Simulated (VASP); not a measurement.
# C6O in VASP: relaxation of the atoms with PBE+D3(BJ)

Aim: the relaxation of the atoms of C6O with PBE+D3(BJ).

Everything below comes from runs of VASP 6.6.1. Logs are shortened: lines on timing, memory, paths and dates and some standing lists are left out, and cuts for length are marked.

## (1) The cell of the first run

The cell holds a slab with vacuum, 7 atoms: a = 2.465 Å, b = 2.465 Å, c = 25.738 Å, α = 90.00°, β = 90.00°, γ = 120.00°.

## (2) Relaxation of the atoms, PBE+D3(BJ)

Contents of INCAR:

```
SYSTEM = C6O
PREC = Accurate ; ENCUT = 520
EDIFF = 1E-7 ; ISMEAR = 0
SIGMA = 0.1 ; LREAL = .FALSE.
LASPH = .TRUE. ; NELM = 100
ALGO = Normal ; ISIF = 2
LWAVE = .FALSE. ; LCHARG = .FALSE.
LDIPOL = .TRUE. ; IDIPOL = 3
DIPOL = 0.5 0.5 0.488 ; GGA = PE
IVDW = 12 ; IBRION = 2
NSW = 45 ; EDIFFG = -0.02
```

Contents of KPOINTS:

```
regular mesh
0
G
  12 12 1
  0 0 0
```

Contents of POSCAR:

```
C6O
1.0
    2.4649796649      0.0000000000      0.0000000000
   -1.2324898325      2.1347350096      0.0000000000
    0.0000000000      0.0000000000     25.7384327799
C O
6 1
Selective dynamics
Direct
    0.0000000000      0.0000000000      0.3302454468  F F F
    0.3333333333      0.6666666667      0.3302454377  F F F
    0.0000000000      0.0000000000      0.4611476002  F F F
    0.6666666667      0.3333333333      0.4611475909  F F F
    0.0000000000      0.0000000000      0.5920497534  F F F
    0.3333333333      0.6666666667      0.5920497443  F F F
    0.0000000000      0.0000000000      0.6472201677  F F T
```

Potentials or basis: VASP PAW PBE potentials, release 64 (C, O).

On the command line:

```bash
> cat potpaw_PBE.64/C/POTCAR potpaw_PBE.64/O/POTCAR > POTCAR
> mpirun -np 1 vasp_std > vasp.out
```

OUTCAR:

```text
SYSTEM = C6O
   PREC = Accurate
   ENCUT = 520
   EDIFF = 1E-7
   ISMEAR = 0
   LREAL = .FALSE.
   LASPH = .TRUE.
   NELM = 100
   ISIF = 2
   GGA = PE
   IVDW = 12
   IBRION = 2
   NSW = 45
   EDIFFG = -0.02
 IVDW          = 12

 ion  position               nearest neighbor table
   1  0.000  0.000  0.330-   2 1.42   2 1.42   2 1.42
   2  0.333  0.667  0.330-   1 1.42   1 1.42   1 1.42
   3  0.000  0.000  0.461-   4 1.42   4 1.42   4 1.42
   4  0.667  0.333  0.461-   3 1.42   3 1.42   3 1.42
   5  0.000  0.000  0.592-   7 1.42   6 1.42   6 1.42   6 1.42
   6  0.333  0.667  0.592-   5 1.42   5 1.42   5 1.42   7 2.01   7 2.01   7 2.01
   7  0.000  0.000  0.647-   5 1.42   6 2.01   6 2.01   6 2.01

  LATTYP: Found a hexagonal cell.
 ALAT       =     2.4649796649
 C/A-ratio  =    10.4416410190

  Lattice vectors:

 A1 = (   2.4649796649,   0.0000000000,   0.0000000000)
 A2 = (  -1.2324898325,   2.1347350096,   0.0000000000)
 A3 = (   0.0000000000,   0.0000000000,  25.7384327799)

Analysis of symmetry for initial positions (statically):
=====================================================================
 Subroutine PRICEL returns:
 Original cell was already a primitive cell.

 Routine SETGRP: Setting up the symmetry group for a
 hexagonal supercell.

 Subroutine GETGRP returns: Found  6 space group operations
 (whereof  6 operations were pure point group operations)
 out of a pool of 24 trial point group operations.

The static configuration has the point symmetry C_3v.

Analysis of symmetry for dynamics (positions and initial velocities):
=====================================================================
 Subroutine PRICEL returns:
 Original cell was already a primitive cell.

 Routine SETGRP: Setting up the symmetry group for a
 hexagonal supercell.

 Subroutine GETGRP returns: Found  6 space group operations
 (whereof  6 operations were pure point group operations)
 out of a pool of 24 trial point group operations.

The dynamic configuration has the point symmetry C_3v.

Analysis of constrained symmetry for selective dynamics:
=====================================================================
 Subroutine PRICEL returns:
 Original cell was already a primitive cell.

 Routine SETGRP: Setting up the symmetry group for a
 hexagonal supercell.

 Subroutine GETGRP returns: Found  6 space group operations
 (whereof  6 operations were pure point group operations)
 out of a pool of 24 trial point group operations.

The constrained configuration has the point symmetry C_3v.

 Subroutine INISYM returns: Found  6 space group operations
 (whereof  6 operations are pure point group operations),
 and found     1 'primitive' translations

----------------------------------------------------------------------------------------

                                     Primitive cell

  volume of cell :     135.4377

  direct lattice vectors                    reciprocal lattice vectors
     2.464979665  0.000000000  0.000000000     0.405682860  0.234221108  0.000000000
    -1.232489832  2.134735010  0.000000000     0.000000000  0.468442217  0.000000000
     0.000000000  0.000000000 25.738432780     0.000000000  0.000000000  0.038852404

  length of vectors
     2.464979665  2.464979665 25.738432780     0.468442217  0.468442217  0.038852404

  position of ions in fractional coordinates (direct lattice)
     0.000000000  0.000000000  0.330245447
     0.333333333  0.666666667  0.330245438
     0.000000000  0.000000000  0.461147600
     0.666666667  0.333333333  0.461147591
     0.000000000  0.000000000  0.592049753
     0.333333333  0.666666667  0.592049744
     0.000000000  0.000000000  0.647220168

  ion indices of the primitive-cell ions
   primitive index   ion index
                 1           1
                 2           2
                 3           3
                 4           4
                 5           5
                 6           6
                 7           7

----------------------------------------------------------------------------------------

 KPOINTS: regular mesh

Automatic generation of k-mesh.
 Grid dimensions read from file:
 generate k-points for:   12   12    1

 Generating k-lattice:

  Cartesian coordinates                     Fractional coordinates (reciprocal lattice)
     0.033806905  0.019518426  0.000000000     0.083333333  0.000000000  0.000000000
     0.000000000  0.039036851  0.000000000     0.000000000  0.083333333  0.000000000
     0.000000000  0.000000000  0.038852404     0.000000000  0.000000000  1.000000000

  Length of vectors
     0.039036851  0.039036851  0.038852404

  Shift w.r.t. Gamma in fractional coordinates (k-lattice)
     0.000000000  0.000000000  0.000000000

 Subroutine IBZKPT returns following result:
 ===========================================

 Found     19 irreducible k-points:

 Following reciprocal coordinates:
            Coordinates               Weight
  0.000000  0.000000  0.000000      1.000000
  0.083333  0.000000  0.000000      6.000000
  0.166667  0.000000  0.000000      6.000000
  0.250000 -0.000000  0.000000      6.000000
  0.333333 -0.000000  0.000000      6.000000
  0.416667  0.000000  0.000000      6.000000
[... 11 lines left out ...]
  0.333333  0.250000  0.000000     12.000000
  0.333333  0.333333  0.000000      2.000000
   k-points           NKPTS =     19   k-points in BZ     NKDIM =     19   number of bands    NBANDS=     19
   number of dos      NEDOS =    301   number of ions     NIONS =      7
   total plane-waves  NPLWV =  62208
   dimension x,y,z NGX =    18 NGY =   18 NGZ =  192
   dimension x,y,z NGXF=    36 NGYF=   36 NGZF=  384
   ions per type =               6   1
   NGX,Y,Z   is equivalent  to a cutoff of  12.14, 12.14, 12.40 a.u.
   NGXF,Y,Z  is equivalent  to a cutoff of  24.28, 24.28, 24.80 a.u.
 SYSTEM =  C6O
   PREC   = accura    normal or accurate (medium, high low for compatibility)
   ISTART =      0    job   : 0-new  1-cont  2-samecut
   ICHARG =      2    charge: 1-file 2-atom 10-const
   ISPIN  =      1    spin polarized calculation?
   LNONCOLLINEAR =      F non collinear calculations
   LSORBIT =      F    spin-orbit coupling
   LASPH  =      T    aspherical Exc in radial PAW
   ENCUT  =  520.0 eV  38.22 Ry    6.18 a.u.   4.58  4.58 47.86*2*pi/ulx,y,z
   NELM   =    100;   NELMIN=  2; NELMDL= -5     # of ELM steps
   EDIFF  = 0.1E-06   stopping-criterion for ELM
   LREAL  =      F    real-space projection
   EDIFFG = -.2E-01   stopping-criterion for IOM
   NSW    =     45    number of steps for IOM
   IBRION =      2    ionic relax: 0-MD 1-quasi-New 2-CG
   NFREE  =      1    steps in history (QN), initial steepest desc. (CG)
   ISIF   =      2    stress and relaxation
   ISYM   =      2    0-nonsym 1-usesym 2-fastsym
   POTIM  = 0.5000    time-step for ionic-motion
   TEBEG  =    0.0;   TEEND  =   0.0 temperature during run
   PSTRESS=    0.0 pullay stress
   NELECT =      30.0000    total number of electrons
   NUPDOWN=      -1.0000    fix difference up-down
   EMIN   =  10.00;   EMAX   =-10.00  energy-range for DOS
   EFERMI =   0.00;   METHOD = LEGACY
   ISMEAR =     0;   SIGMA  =   0.10  broadening in eV -4-tet -1-fermi 0-gaus
   EFERMI_NEDOS =   21; number of points for ismear=-14 and -15
   IALGO  =     38    algorithm
   IMIX   =      4    mixing-type and parameters
     AMIX     =   0.40;   BMIX     =  1.00
     AMIX_MAG =   1.60;   BMIX_MAG =  1.00
  volume/ion in A,a.u.               =      19.35       130.57
  Fermi-wavevector in a.u.,A,eV,Ry     =   0.990533  1.871835 13.349422  0.981155
  Thomas-Fermi vector in A             =   2.122210
   LORBIT       =      0    0 simple, 1 ext, 2 COOP (PROOUT), +10 PAW based schemes
   GGA     = PE    functional components
   LHFCALC =     F    Hartree Fock is set to
   AEXX    =    0.0000 exact exchange contribution
   IVDW    =    12    specifies the selected vdW correction
   LEPSILON=     F    determine dielectric tensor
   LRPA    =     F    only Hartree local field effects (RPA)
 conjugate gradient relaxation of ions
 non-spin polarized calculation
 Gauss-broadening in eV      SIGMA  =   0.10
  energy-cutoff  :      520.00
  volume of cell :      135.44
 maximum number of plane-waves:      3696
   NGX =  9   NGY =  9   NGZ = 95

 dipolmoment           0.000000      0.000000     -0.208057 electrons x Angstroem

--------------------------------------- Ionic step        1  -------------------------------------------

 number of electron      29.9999998 magnetization

 Free energy of the ion-electron system (eV)
  ---------------------------------------------------
  ext. energy  EPLUGINS =         0.00000000
  ---------------------------------------------------
  free energy    TOTEN  =       -57.19587419 eV

  energy without entropy =      -57.19137541  energy(sigma->0) =      -57.19362480

------------------------ aborting loop because EDIFF is reached ----------------------------------------

 Edisp (eV)   -0.86204

 E8    (eV) :    -0.2497

  FORCE on cell =-STRESS in cart. coord.  units (eV):
  Direction    XX          YY          ZZ          XY          YZ          ZX
  --------------------------------------------------------------------------------------
  -------------------------------------------------------------------------------------
  Total       6.95352     6.95352     3.54120    -0.00000     0.00000     0.00000
  in kB      82.25758    82.25758    41.89113    -0.00000     0.00000     0.00000
  external pressure =       68.80 kB  Pullay stress =        0.00 kB
[... 71 lines left out ...]
  energy  without entropy=      -58.1445981068  energy(sigma->0) =      -58.14986184

--------------------------------------- Ionic step        3  -------------------------------------------

 number of electron      29.9999998 magnetization

 dipolmoment           0.000000      0.000000      0.080257 electrons x Angstroem

 Free energy of the ion-electron system (eV)
  ---------------------------------------------------
  ext. energy  EPLUGINS =         0.00000000
  ---------------------------------------------------
  free energy    TOTEN  =       -57.29387989 eV

  energy without entropy =      -57.28593785  energy(sigma->0) =      -57.28990887

 E-fermi :  -0.8631     XC(G=0):  -4.9592

 val. band max:       -0.9755314560   @ k =   0.0833   0.0833   0.0000
 cond. band min:      -0.8412053214   @ k =   0.3333   0.3333   0.0000
 fundamental gap:      0.1343261347
 Fermi energy:        -0.8630566833

 k-point     1 :       0.0000    0.0000    0.0000
  band No.  band energies     occupation
      1     -24.7227      2.00000
      2     -21.0508      2.00000
      3     -20.4889      2.00000
      4     -18.6345      2.00000
      5      -9.9049      2.00000
      6      -9.1970      2.00000
[... 11 lines left out ...]
     18       3.8594      0.00000
     19       4.3911      0.00000
[... 381 lines left out ...]
      5     -13.7711      2.00000
      6     -13.7604      2.00000
[... 11 lines left out ...]
     18       0.0052      0.00000
     19       4.0467      0.00000

------------------------ aborting loop because EDIFF is reached ----------------------------------------

 vacuum level on the upper side and lower side of the slab       (xc-potential included)         1.245        -1.444

 Edisp (eV)   -0.87020

 E8    (eV) :    -0.2520

  FORCE on cell =-STRESS in cart. coord.  units (eV):
  Direction    XX          YY          ZZ          XY          YZ          ZX
  --------------------------------------------------------------------------------------
  -------------------------------------------------------------------------------------
  Total       6.51124     6.51124    -0.14787    -0.00000     0.00000    -0.00000
  in kB      77.02558    77.02558    -1.74925    -0.00000     0.00000    -0.00000
  external pressure =       50.77 kB  Pullay stress =        0.00 kB
[... 22 lines left out ...]
  FREE ENERGIE OF THE ION-ELECTRON SYSTEM (eV)
  ---------------------------------------------------
  free  energy   TOTEN  =       -58.1640792267 eV

  energy  without entropy=      -58.1561371917  energy(sigma->0) =      -58.16010821

 reached required accuracy - stopping structural energy minimisation

 vacuum level on the upper side and lower side of the slab         5.966         3.221
```

It took 4.4 min on 1 thread of Intel Xeon Platinum 8375C at 2.90GHz (Ice Lake), shared host; peak memory 0.25 GiB.

Results:

```
Free energy                : -58.1641 eV
Energy gained by relaxing  : 15.2 meV/atom
Ionic steps                : 3
Band gap on the k mesh     : zero (bands 15 and 16 overlap by 0.20 eV)
Dispersion energy per atom : -0.124 eV
```

The path:
```
step  energy change (eV)  largest force on free atoms (eV/Å)  pressure (GPa)
   1              0.0000                              2.5935            6.88
   2             -0.0972                              0.5078            4.55
   3             -0.1062                              0.0022            5.08
```

Final structure:
```cif
data_structure
_symmetry_space_group_name_H-M 'P 1'
_symmetry_Int_Tables_number 1
_cell_length_a 2.4650
_cell_length_b 2.4650
_cell_length_c 25.7384
_cell_angle_alpha 90.000
_cell_angle_beta 90.000
_cell_angle_gamma 120.000
_cell_volume 135.44
loop_
_atom_site_label
_atom_site_type_symbol
_atom_site_fract_x
_atom_site_fract_y
_atom_site_fract_z
_atom_site_occupancy
C1 C 0.00000 0.00000 0.33025 1
C2 C 0.33333 0.66667 0.33025 1
C3 C 0.00000 0.00000 0.46115 1
C4 C 0.66667 0.33333 0.46115 1
C5 C 0.00000 0.00000 0.59205 1
C6 C 0.33333 0.66667 0.59205 1
O1 O 0.00000 0.00000 0.65080 1
```

The gap in the log of VASP goes by the Fermi energy; the results here count the filled bands.